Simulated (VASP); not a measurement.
# W (Im-3m) in VASP: notebook

Runs on W. Level: LDA. Tasks: single point.

Program: VASP 6.6.1. These are calculated values, not measurements. Logs are shortened: lines on timing, memory, paths and dates and some standing lists are left out, and cuts for length are marked.

### Step 1. The cell of the first run

It takes space group Im-3m (No. 229, cubic). Conventional cell: a = 3.135 Å, b = 3.135 Å, c = 3.135 Å, α = 90.00°, β = 90.00°, γ = 90.00°. Within 3.6 Å of W (site symmetry m-3m) lie 14 W at 2.72 to 3.14 Å.

### Step 2. Single point, LDA

Contents of INCAR:

```
  PREC = Accurate
  ENCUT = 520
  EDIFF = 1E-7
  ISMEAR = -1
  SIGMA = 0.1
  LREAL = False
  LASPH = True
  NELM = 100
  ALGO = Normal
  ISIF = 2
  LWAVE = False
  LCHARG = False
  GGA = CA
  NBANDS = 13
```

Contents of KPOINTS:

```
Automatic mesh
0
Gamma
  24 24 24
```

Contents of POSCAR:

```
W
1.0
   -1.5675648139      1.5675648139      1.5675648139
    1.5675648139     -1.5675648139      1.5675648139
    1.5675648139      1.5675648139     -1.5675648139
W
1
Direct
    0.0000000000      0.0000000000      0.0000000000
```

Potentials or basis: VASP PAW LDA potentials, release 64 (W_sv).

Run with:

```sh
> cat potpaw_LDA.64/W_sv/POTCAR > POTCAR
> mpirun -np 1 vasp_std > vasp.out
```

OUTCAR:

```text
PREC = Accurate
   ENCUT = 520
   EDIFF = 1E-7
   ISMEAR = -1
   LREAL = False
   LASPH = True
   NELM = 100
   ISIF = 2
   GGA = CA

 ion  position               nearest neighbor table
   1  0.000  0.000  0.000-

  LATTYP: Found a body centered cubic cell.
 ALAT       =     3.1351296278

  Lattice vectors:

 A1 = (  -1.5675648139,   1.5675648139,   1.5675648139)
 A2 = (   1.5675648139,  -1.5675648139,   1.5675648139)
 A3 = (   1.5675648139,   1.5675648139,  -1.5675648139)

Analysis of symmetry for initial positions (statically):
=====================================================================
 Subroutine PRICEL returns:
 Original cell was already a primitive cell.

 Routine SETGRP: Setting up the symmetry group for a
 body centered cubic supercell.

 Subroutine GETGRP returns: Found 48 space group operations
 (whereof 48 operations were pure point group operations)
 out of a pool of 48 trial point group operations.

The static configuration has the point symmetry O_h .

Analysis of symmetry for dynamics (positions and initial velocities):
=====================================================================
 Subroutine PRICEL returns:
 Original cell was already a primitive cell.

 Routine SETGRP: Setting up the symmetry group for a
 body centered cubic supercell.

 Subroutine GETGRP returns: Found 48 space group operations
 (whereof 48 operations were pure point group operations)
 out of a pool of 48 trial point group operations.

The dynamic configuration has the point symmetry O_h .

 Subroutine INISYM returns: Found 48 space group operations
 (whereof 48 operations are pure point group operations),
 and found     1 'primitive' translations

----------------------------------------------------------------------------------------

                                     Primitive cell

  volume of cell :      15.4077

  direct lattice vectors                    reciprocal lattice vectors
    -1.567564814  1.567564814  1.567564814     0.000000000  0.318966078  0.318966078
     1.567564814 -1.567564814  1.567564814     0.318966078  0.000000000  0.318966078
     1.567564814  1.567564814 -1.567564814     0.318966078  0.318966078  0.000000000

  length of vectors
     2.715101902  2.715101902  2.715101902     0.451086153  0.451086153  0.451086153

  position of ions in fractional coordinates (direct lattice)
     0.000000000  0.000000000  0.000000000

  ion indices of the primitive-cell ions
   primitive index   ion index
                 1           1

----------------------------------------------------------------------------------------

 KPOINTS: Automatic mesh

Automatic generation of k-mesh.
 Grid dimensions read from file:
 generate k-points for:   24   24   24

 Generating k-lattice:

  Cartesian coordinates                     Fractional coordinates (reciprocal lattice)
     0.000000000  0.013290253  0.013290253     0.041666667  0.000000000  0.000000000
     0.013290253  0.000000000  0.013290253     0.000000000  0.041666667  0.000000000
     0.013290253  0.013290253  0.000000000     0.000000000  0.000000000  0.041666667

  Length of vectors
     0.018795256  0.018795256  0.018795256

  Shift w.r.t. Gamma in fractional coordinates (k-lattice)
     0.000000000  0.000000000  0.000000000

 Subroutine IBZKPT returns following result:
 ===========================================

 Found    413 irreducible k-points:

 Following reciprocal coordinates:
            Coordinates               Weight
  0.000000  0.000000  0.000000      1.000000
  0.041667  0.000000  0.000000     12.000000
  0.083333  0.000000  0.000000     12.000000
  0.125000  0.000000  0.000000     12.000000
  0.166667  0.000000  0.000000     12.000000
  0.208333  0.000000  0.000000     12.000000
[... 16 lines left out ...]
  0.416667  0.041667 -0.000000     48.000000
  0.458333  0.041667  0.000000     48.000000
 [... further k-points ...]
   k-points           NKPTS =    413   k-points in BZ     NKDIM =    413   number of bands    NBANDS=     13
   number of dos      NEDOS =    301   number of ions     NIONS =      1
   total plane-waves  NPLWV =   8000
   dimension x,y,z NGX =    20 NGY =   20 NGZ =   20
   dimension x,y,z NGXF=    40 NGYF=   40 NGZF=   40
   ions per type =               1
   NGX,Y,Z   is equivalent  to a cutoff of  12.25, 12.25, 12.25 a.u.
   NGXF,Y,Z  is equivalent  to a cutoff of  24.49, 24.49, 24.49 a.u.
 SYSTEM =  unknown system
   PREC   = accura    normal or accurate (medium, high low for compatibility)
   ISTART =      0    job   : 0-new  1-cont  2-samecut
   ICHARG =      2    charge: 1-file 2-atom 10-const
   ISPIN  =      1    spin polarized calculation?
   LNONCOLLINEAR =      F non collinear calculations
   LSORBIT =      F    spin-orbit coupling
   LASPH  =      T    aspherical Exc in radial PAW
   ENCUT  =  520.0 eV  38.22 Ry    6.18 a.u.   5.05  5.05  5.05*2*pi/ulx,y,z
   NELM   =    100;   NELMIN=  2; NELMDL= -5     # of ELM steps
   EDIFF  = 0.1E-06   stopping-criterion for ELM
   LREAL  =      F    real-space projection
   EDIFFG = 0.1E-05   stopping-criterion for IOM
   NSW    =      0    number of steps for IOM
   IBRION =     -1    ionic relax: 0-MD 1-quasi-New 2-CG
   NFREE  =      0    steps in history (QN), initial steepest desc. (CG)
   ISIF   =      2    stress and relaxation
   ISYM   =      2    0-nonsym 1-usesym 2-fastsym
   POTIM  = 0.5000    time-step for ionic-motion
   TEBEG  =    0.0;   TEEND  =   0.0 temperature during run
   PSTRESS=    0.0 pullay stress
   NELECT =      14.0000    total number of electrons
   NUPDOWN=      -1.0000    fix difference up-down
   EMIN   =  10.00;   EMAX   =-10.00  energy-range for DOS
   EFERMI =   0.00;   METHOD = LEGACY
   ISMEAR =    -1;   SIGMA  =   0.10  broadening in eV -4-tet -1-fermi 0-gaus
   EFERMI_NEDOS =   21; number of points for ismear=-14 and -15
   IALGO  =     38    algorithm
   IMIX   =      4    mixing-type and parameters
     AMIX     =   0.40;   BMIX     =  1.00
     AMIX_MAG =   1.60;   BMIX_MAG =  1.00
  volume/ion in A,a.u.               =      15.41       103.98
  Fermi-wavevector in a.u.,A,eV,Ry     =   1.585643  2.996430 34.208623  2.514263
  Thomas-Fermi vector in A             =   2.685076
   LORBIT       =      0    0 simple, 1 ext, 2 COOP (PROOUT), +10 PAW based schemes
   GGA     = CA    functional components
   LHFCALC =     F    Hartree Fock is set to
   AEXX    =    0.0000 exact exchange contribution
   IVDW    =     0    specifies the selected vdW correction
   LEPSILON=     F    determine dielectric tensor
   LRPA    =     F    only Hartree local field effects (RPA)
 non-spin polarized calculation
  energy-cutoff  :      520.00
  volume of cell :       15.41
 maximum number of plane-waves:       430
   NGX =  9   NGY =  9   NGZ =  9

 number of electron      14.0000004 magnetization

 Free energy of the ion-electron system (eV)
  ---------------------------------------------------
  ext. energy  EPLUGINS =         0.00000000
  ---------------------------------------------------
  free energy    TOTEN  =       -14.11305844 eV

  energy without entropy =      -14.09804097  energy(sigma->0) =      -14.10554971

 E-fermi :  11.7794     XC(G=0): -13.9895

 val. band max:       11.7784786911   @ k =   0.4167   0.0833   0.0000
 cond. band min:      11.8004384866   @ k =  -0.4583   0.4583   0.2083
 fundamental gap:      0.0219597955
 Fermi energy:        11.7794230658

 k-point     1 :       0.0000    0.0000    0.0000
  band No.  band energies     occupation
      1     -61.9745      2.00000
      2     -25.7370      2.00000
      3     -25.7370      2.00000
      4     -25.7370      2.00000
      5       2.0385      2.00000
      6      10.4279      2.00000
      7      10.4279      2.00000
      8      10.4279      2.00000
      9      13.9932      0.00000
     10      13.9932      0.00000
     11      26.3753      0.00000
     12      26.3753      0.00000
     13      26.3753      0.00000

 k-point     2 :       0.0417    0.0000    0.0000
  band No.  band energies     occupation
      1     -61.9719      2.00000
      2     -25.7638      2.00000
      3     -25.7453      2.00000
      4     -25.7372      2.00000
      5       2.1267      2.00000
      6      10.3738      2.00000
      7      10.4171      2.00000
      8      10.5125      1.99999
      9      13.9028      0.00000
     10      13.9933      0.00000
     11      26.4526      0.00000
     12      26.5238      0.00000
     13      26.5995      0.00000

 k-point     3 :       0.0833    0.0000    0.0000
  band No.  band energies     occupation
      1     -61.9641      2.00000
      2     -25.8418      2.00000
      3     -25.7695      2.00000
      4     -25.7377      2.00000
      5       2.3854      2.00000
      6      10.2193      2.00000
      7      10.3755      2.00000
      8      10.7651      1.99992
      9      13.6785      0.00000
     10      13.9964      0.00000
     11      26.6656      0.00000
     12      26.9612      0.00000
     13      27.2171      0.00000
[... 305 lines left out ...]
 k-point    23 :       0.4167    0.0417   -0.0000
  band No.  band energies     occupation
      1     -61.8228      2.00000
      2     -27.1177      2.00000
      3     -26.1923      2.00000
      4     -25.7568      2.00000
      5       5.3877      2.00000
      6       8.1027      2.00000
      7      11.9112      0.42232
      8      13.9752      0.00000
      9      14.9101      0.00000
     10      17.6782      0.00000
     11      23.6425      0.00000
     12      23.9137      0.00000
     13      29.6779      0.00000

 k-point    24 :       0.4583    0.0417    0.0000
  band No.  band energies     occupation
      1     -61.8175      2.00000
      2     -27.1616      2.00000
      3     -26.2080      2.00000
      4     -25.7572      2.00000
      5       5.3616      2.00000
      6       8.0390      2.00000
      7      12.4057      0.00380
      8      13.9009      0.00000
      9      15.0129      0.00000
     10      18.1649      0.00000
     11      23.2385      0.00000
     12      23.5640      0.00000
     13      29.0245      0.00000

 [... further k-points ...]

------------------------ aborting loop because EDIFF is reached ----------------------------------------

  FORCE on cell =-STRESS in cart. coord.  units (eV):
  Direction    XX          YY          ZZ          XY          YZ          ZX
  --------------------------------------------------------------------------------------
  -------------------------------------------------------------------------------------
  Total        0.1899608      0.1899608      0.1899608     -0.0000000      0.0000000     -0.0000000
  in kB       19.7532318     19.7532318     19.7532318     -0.0000000      0.0000000     -0.0000000
  external PRESSURE =      19.7532318 kB  Pullay stress =       0.0000000 kB

 VOLUME and BASIS-vectors are now :
 -----------------------------------------------------------------------------
  energy-cutoff  :      520.00
  volume of cell :       15.41
      direct lattice vectors                 reciprocal lattice vectors
    -1.567564814  1.567564814  1.567564814     0.000000000  0.318966078  0.318966078
     1.567564814 -1.567564814  1.567564814     0.318966078  0.000000000  0.318966078
     1.567564814  1.567564814 -1.567564814     0.318966078  0.318966078  0.000000000

 POSITION                                       TOTAL-FORCE (eV/Angst)
 -----------------------------------------------------------------------------------
      0.00000      0.00000      0.00000         0.000000      0.000000     -0.000000
 -----------------------------------------------------------------------------------
    total drift:                                0.000000     -0.000000      0.000000

  FREE ENERGIE OF THE ION-ELECTRON SYSTEM (eV)
  ---------------------------------------------------
  free  energy   TOTEN  =       -14.1130584395 eV

  energy  without entropy=      -14.0980409723  energy(sigma->0) =      -14.10554971
```

Run time: 58 s. Hardware: 1 thread of Intel Xeon Platinum 8259CL at 2.50GHz (Skylake/Cascade Lake), shared host; peak memory 0.18 GiB.

Results:

```
Free energy            : -14.1131 eV
Pressure               : 2.0 GPa
Band gap on the k mesh : zero (band 7 reaches 17.09 eV, above the bottom of band 8 at 10.43 eV)
```

Caveat: spin-orbit coupling is left out, which moves the levels of the heavy elements.

### Step 3. Single point, LDA

This run uses another cell than the first one, of 15.36 Å³/atom, 0.997 times its volume.

Contents of INCAR:

```
SYSTEM = W
ALGO     = Normal         ! electronic algorithm
EDIFF    = 1E-6           ! SCF threshold, eV
ENCUT    = 520            ! plane-wave cutoff, eV
ISIF     = 2              ! what is computed and relaxed
ISMEAR   = -1             ! smearing method
LASPH    = .True.         ! aspherical terms in the spheres
LCHARG   = .True.         ! write CHGCAR
LELF     = .True.         ! ELF
LREAL    = .False.        ! projectors in reciprocal space
LVHAR    = .True.       
LWAVE    = .False.        ! write WAVECAR
NBANDS   = 13             ! bands
NELM     = 80             ! most SCF steps
PREC     = Accurate       ! precision mode
SIGMA    = 0.1            ! smearing width, eV
```

Contents of KPOINTS:

```
k-points
0
Gamma
  24 24 24
  0 0 0
```

Contents of POSCAR:

```
W
1.0
   -1.5660517583      1.5660517583      1.5660517583
    1.5660517583     -1.5660517583      1.5660517583
    1.5660517583      1.5660517583     -1.5660517583
W
1
Direct
    0.0000000000      0.0000000000      0.0000000000
```

Potentials or basis: VASP PAW LDA potentials, release 64 (W_sv).

Run with:

```sh
> cat potpaw_LDA.64/W_sv/POTCAR > POTCAR
> mpirun -np 1 vasp_std > vasp.out
```

OUTCAR:

```text
SYSTEM = W
   EDIFF = 1E-6
   ENCUT = 520
   ISIF = 2
   ISMEAR = -1
   LASPH = .True.
   LREAL = .False.
   NELM = 80
   PREC = Accurate

 ion  position               nearest neighbor table
   1  0.000  0.000  0.000-

  LATTYP: Found a body centered cubic cell.
 ALAT       =     3.1321035166

  Lattice vectors:

 A1 = (  -1.5660517583,   1.5660517583,   1.5660517583)
 A2 = (   1.5660517583,  -1.5660517583,   1.5660517583)
 A3 = (   1.5660517583,   1.5660517583,  -1.5660517583)

Analysis of symmetry for initial positions (statically):
=====================================================================
 Subroutine PRICEL returns:
 Original cell was already a primitive cell.

 Routine SETGRP: Setting up the symmetry group for a
 body centered cubic supercell.

 Subroutine GETGRP returns: Found 48 space group operations
 (whereof 48 operations were pure point group operations)
 out of a pool of 48 trial point group operations.

The static configuration has the point symmetry O_h .

[... 165 lines left out ...]
  band No.  band energies     occupation
      1     -61.9278      2.00000
      2     -25.6854      2.00000
      3     -25.6854      2.00000
      4     -25.6854      2.00000
      5       2.0665      2.00000
      6      10.4661      2.00000
      7      10.4661      2.00000
      8      10.4661      2.00000
      9      14.0436      0.00000
     10      14.0436      0.00000
     11      26.4249      0.00000
     12      26.4249      0.00000
     13      26.4249      0.00000
[... 354 lines left out ...]
  band No.  band energies     occupation
      1     -61.7688      2.00000
      2     -27.1234      2.00000
      3     -26.1605      2.00000
      4     -25.7059      2.00000
      5       5.3860      2.00000
      6       8.0679      2.00000
      7      12.4592      0.00348
      8      13.9532      0.00000
      9      15.0697      0.00000
     10      18.2353      0.00000
     11      23.3268      0.00000
     12      23.6194      0.00000
     13      29.1101      0.00000

 [... further k-points ...]

------------------------ aborting loop because EDIFF is reached ----------------------------------------

  FORCE on cell =-STRESS in cart. coord.  units (eV):
  Direction    XX          YY          ZZ          XY          YZ          ZX
  --------------------------------------------------------------------------------------
  -------------------------------------------------------------------------------------
  Total        0.2856363      0.2856363      0.2856363      0.0000000     -0.0000000      0.0000000
  in kB       29.7883008     29.7883008     29.7883008      0.0000000     -0.0000000      0.0000000
  external PRESSURE =      29.7883008 kB  Pullay stress =       0.0000000 kB

 VOLUME and BASIS-vectors are now :
 -----------------------------------------------------------------------------
  energy-cutoff  :      520.00
  volume of cell :       15.36
      direct lattice vectors                 reciprocal lattice vectors
    -1.566051758  1.566051758  1.566051758     0.000000000  0.319274250  0.319274250
     1.566051758 -1.566051758  1.566051758     0.319274250  0.000000000  0.319274250
     1.566051758  1.566051758 -1.566051758     0.319274250  0.319274250  0.000000000

 POSITION                                       TOTAL-FORCE (eV/Angst)
 -----------------------------------------------------------------------------------
      0.00000      0.00000      0.00000        -0.000000      0.000000     -0.000000
 -----------------------------------------------------------------------------------
    total drift:                                0.000000      0.000000      0.000000

  FREE ENERGIE OF THE ION-ELECTRON SYSTEM (eV)
  ---------------------------------------------------
  free  energy   TOTEN  =       -14.1123401289 eV

  energy  without entropy=      -14.0973515422  energy(sigma->0) =      -14.10484584
```

OSZICAR:

```text
N       E                     dE             d eps       ncg     rms          rms(c)
DAV:   1     0.832498855389E+02    0.83250E+02   -0.74196E+03 10804   0.122E+03
DAV:   2    -0.131624802044E+02   -0.96412E+02   -0.92634E+02 12188   0.318E+02
DAV:   3    -0.147641992130E+02   -0.16017E+01   -0.15972E+01 11808   0.396E+01
DAV:   4    -0.147703518516E+02   -0.61526E-02   -0.61525E-02 11923   0.270E+00
DAV:   5    -0.147704000649E+02   -0.48213E-04   -0.48212E-04 11968   0.226E-01    0.223E+01
DAV:   6    -0.142543922969E+02    0.51601E+00   -0.39259E-01 11203   0.821E+00    0.904E+00
DAV:   7    -0.141178355498E+02    0.13656E+00   -0.19415E-01 11933   0.544E+00    0.501E-01
DAV:   8    -0.141123708026E+02    0.54647E-02   -0.45086E-03 10938   0.917E-01    0.625E-02
DAV:   9    -0.141123382842E+02    0.32518E-04   -0.62659E-05 12480   0.915E-02    0.467E-02
DAV:  10    -0.141123401364E+02   -0.18522E-05   -0.75318E-06 11753   0.381E-02    0.329E-03
DAV:  11    -0.141123401289E+02    0.75429E-08   -0.14417E-07  6374   0.452E-03
   1 F= -.14112340E+02 E0= -.14104846E+02  d E =-.149886E-01
```

stdout:

```text
POSCAR found type information on POSCAR W
 POSCAR found :  1 types and       1 ions
 scaLAPACK will be used
 LDA part: xc-table for (Slater(with rela. corr.)+CA(PZ))
 , standard interpolation
 POSCAR, INCAR and KPOINTS ok, starting setup
 FFT: planning ... GRIDC
 FFT: planning ... GRID_SOFT
 FFT: planning ... GRID
 WAVECAR not read
 entering main loop
```

Wall time 70 s (1 thread of Intel Xeon Platinum 8259CL at 2.50GHz (Skylake/Cascade Lake), shared host); peak memory 0.18 GiB.

What came out:

```yaml
Free_energy: -14.1123 eV
Pressure: 3.0 GPa
Band_gap_on_the_k_mesh: zero (band 7 reaches 17.16 eV, above the bottom of band 8 at 10.47 eV)
```

Caveat: spin-orbit coupling is left out, which moves the levels of the heavy elements.
